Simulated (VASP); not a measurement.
NaH:

```
Na H
1.0
     0.04795    2.39751    2.39751
     2.39751    0.04795    2.39751
     2.44546    2.44546    0.00000
Na H
1 1
Direct
  0.00000 0.00000 0.00000
  0.50000 0.50000 0.50000
```

This cell differs from its parent crystal: shear xy strain +4.0%.

Base run:

| Quantity | Value |
| --- | --- |
| Program | VASP 6.6.1 |
| Functional | r2SCAN |
| Potentials or basis | VASP PAW PBE potentials, release 64 (Na_pv, H) |
| Cutoff | 520 eV |
| k mesh | 10 × 10 × 10 |
| Occupations | gaussian, width 0.01 eV |
| Spin | no spin polarisation |

Its results: band gap on the k mesh 4.30 eV (least direct gap 5.22 eV); pressure -0.2 GPa.

Question: The run is repeated on the same cell with these changes: functional from r2SCAN to PBE; occupations from gaussian, width 0.01 eV to fermi-dirac, width 0.02 eV. What comes out?

Answer: Band gap on the k mesh 3.69 eV (least direct gap 4.63 eV); pressure 0.5 GPa.

Caveats: the structure was generated, so it needn't be the stable form of NaH; the PAW data sets were made with another functional, which shifts forces and pressure a little (at least some runs).

A k mesh can miss the band edges.
